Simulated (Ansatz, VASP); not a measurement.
**Bi in VASP and in Ansatz**

The input INCAR:

```
  PREC = Accurate
  ENCUT = 520
  EDIFF = 1E-8
  ISMEAR = -1
  SIGMA = 0.03
  LREAL = False
  LASPH = True
  NELM = 100
  ALGO = Normal
  ISIF = 2
  LWAVE = False
  LCHARG = False
  LEFG = True
  NBANDS = 22
```

The input KPOINTS:

```
regular mesh
0
Gamma
  11 11 11
```

File POSCAR:

```
Bi
1.0
    2.2422797007      1.2945807888      3.9005610168
   -2.2422797007      1.2945807888      3.9005610168
    0.0000000000     -2.5891615775      3.9005610168
Bi
2
Direct
    0.2338900000      0.2338900000      0.2338900000
    0.7661100000      0.7661100000      0.7661100000
```

Input for Ansatz:

```yaml
crystal:
  lattice:
    - [2.2422797007, 1.2945807888, 3.9005610168]
    - [-2.2422797007, 1.2945807888, 3.9005610168]
    - [0.0, -2.5891615775, 3.9005610168]
  atoms:
    - { symbol: Bi, position: [0.23389, 0.23389, 0.23389] }
    - { symbol: Bi, position: [0.76611, 0.76611, 0.76611] }
kpoints:
  mp_grid: { grid: [11, 11, 11] }
scf:
  occupations: { method: fermi_dirac, width: 0.03 }
hamiltonian:
  xc: lda
  pseudopotentials: { kind: paw }
output:
  forces: true
  stress: true
  eigenvalues: true
  efg: { contact_densities: true }
```

Change from the starting cell: volume scaled by 0.96, PAW files.

Alike in both runs: task electric field gradients; functional LDA; k mesh 11 × 11 × 11; occupations fermi-dirac, width 0.03 eV; no spin polarisation.

|  | VASP | Ansatz |
| --- | --- | --- |
| version | VASP 6.6.1 | Ansatz 0.2.0 |
| potentials or method | VASP PAW LDA potentials, release 64 (Bi_d) | PAW with Ansatz's default frozen-core files, scalar-relativistic |
| plane-wave cutoff (eV) | 520 | 420 |
| valence electrons in the cell | 30 | 30 |

VASP gave:

| Property | Result |
| --- | --- |
| pressure (GPa) | 0.2 |
| traceless stress, the component that is largest in VASP (GPa) | -0.14 |
| rms of the force components (eV/Å) | 0.147 |
| size of Vzz on the site where it differs most (V/Å²) | 31.7 |

Question: Which values does Ansatz return?

Answer: Pressure (GPa): 0.1; traceless stress, the component that is largest in VASP (GPa): -0.11; rms of the force components (eV/Å): 0.132; size of Vzz on the site where it differs most (V/Å²): 33.3.

LDA's correlation is that of Perdew and Zunger in VASP and of Perdew and Wang (1992) in Ansatz. Atom by atom the forces differ by 0.015 eV/Å (rms over components).

Neither program's run includes spin-orbit coupling.
